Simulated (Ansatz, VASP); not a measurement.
## One calculation of TePb, two programs

POSCAR

```
TePb
1.0
    0.0000000000      3.2678368418      3.2678368418
    3.2678368418      0.0000000000      3.2678368418
    3.2678368418      3.2678368418      0.0000000000
Pb Te
1 1
Direct
    0.0000000000      0.0000000000      0.0000000000
    0.5000000000      0.5000000000      0.5000000000
```

INCAR.step1

```
SYSTEM = TePb
PREC = Accurate
ENCUT = 520
EDIFF = 1E-5
ISMEAR = 0
SIGMA = 0.01
LREAL = .False.
LASPH = .True.
NELM = 60
ALGO = Normal
ISIF = 2
LWAVE = .True.
NBANDS = 17
GGA = PE
```

The input INCAR.step2:

```
SYSTEM = TePb
PREC = Accurate
ENCUT = 520
EDIFF = 1E-6
ISMEAR = 0
SIGMA = 0.01
LREAL = .False.
LASPH = .True.
NELM = 60
ALGO = Normal
ISIF = 2
LWAVE = .False.
LCHARG = .True.
GGA = PE
LHFCALC = .True.
HFSCREEN = 0.2079
PRECFOCK = Normal
LELF = .True.
LVHAR = .True.
NBANDS = 17
ISTART = 1
```

Contents of KPOINTS:

```
Automatic mesh
0
Gamma
  4 4 4
  0 0 0
```

Input for Ansatz:

```yaml
crystal:
  lattice:
    - [0.0, 3.2678368418, 3.2678368418]
    - [3.2678368418, 0.0, 3.2678368418]
    - [3.2678368418, 3.2678368418, 0.0]
  atoms:
    - { symbol: Pb, position: [0.0, 0.0, 0.0] }
    - { symbol: Te, position: [0.5, 0.5, 0.5] }
kpoints:
  mp_grid: { grid: [4, 4, 4] }
hamiltonian:
  xc: hse06
scf:
  occupations: { method: fixed }
  n_extra_bands: 4
  exx: { ecutfock_ratio: 4 }
output:
  forces: true
  stress: true
  eigenvalues: true
```

Alike in both runs: task single point; functional HSE06; k mesh 4 × 4 × 4; no spin polarisation.

|  | VASP | Ansatz |
| --- | --- | --- |
| version | VASP 6.6.1 | Ansatz 0.2.0 |
| potentials or method | VASP PAW PBE potentials, release 64 (Pb_d, Te) | plane waves |
| plane-wave cutoff (eV) | 520 | 420 |
| occupations | gaussian, width 0.01 eV | fixed |
| valence electrons in the cell | 20 | 30 |

Ansatz gave:

```
gap on the k mesh at the Fermi level (eV) : 1.20
pressure (GPa)                            : -0.3
```

What did VASP give for the same quantities?

gap on the k mesh at the Fermi level (eV): 1.17; pressure (GPa): -0.5.

VASP's potentials hold 20 valence electrons a cell and Ansatz's 30, so a difference there can come from the potentials and not from the codes. Ansatz's warnings: stress exchange threshold loose, stress scf threshold loose.

Neither program's run includes spin-orbit coupling.
